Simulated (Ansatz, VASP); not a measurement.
**Ta2C: VASP beside Ansatz**

```xyz
3
Lattice="3.2454 0.0000 0.0000 -1.6227 2.8106 0.0000 0.0000 0.0000 5.0202" Properties=species:S:1:pos:R:3 pbc="T T T"
Ta    0.0000    1.8737    1.1408
Ta    1.6227    0.9369    3.8794
C     0.0000    0.0000    0.0000
```

Alike in both runs: task single point; functional PBEsol; k mesh 15 × 15 × 8; occupations gaussian, width 0.1 eV; no spin polarisation.

|  | VASP | Ansatz |
| --- | --- | --- |
| version | VASP 6.6.1 | Ansatz 0.2.0 |
| potentials or method | VASP PAW PBE potentials, release 64 (Ta_pv, C), cutoff 520 eV | scalar-relativistic, plane waves, PAW |
| valence electrons in the cell | 26 | 30 |

```csv
,VASP,Ansatz,Ansatz less VASP
gap on the k mesh at the Fermi level (eV),none,none,-
pressure (GPa),-15.8,-16.2,-0.38
"traceless stress, the component that is largest in VASP (GPa)",5.55,5.62,+0.070
rms of the force components (eV/Å),0.909,0.895,-0.0140
```

VASP's potentials were made for PBE, not for PBEsol. Atom by atom the forces differ by 0.014 eV/Å (rms over components). A gap of «none» marks a metal or a gap that the smearing closes. The functional is the same, so the differences come from potentials, cutoffs and numerics. VASP's potentials hold 26 valence electrons a cell and Ansatz's 30, so a difference there can come from the potentials and not from the codes.

Spin-orbit coupling is off throughout.
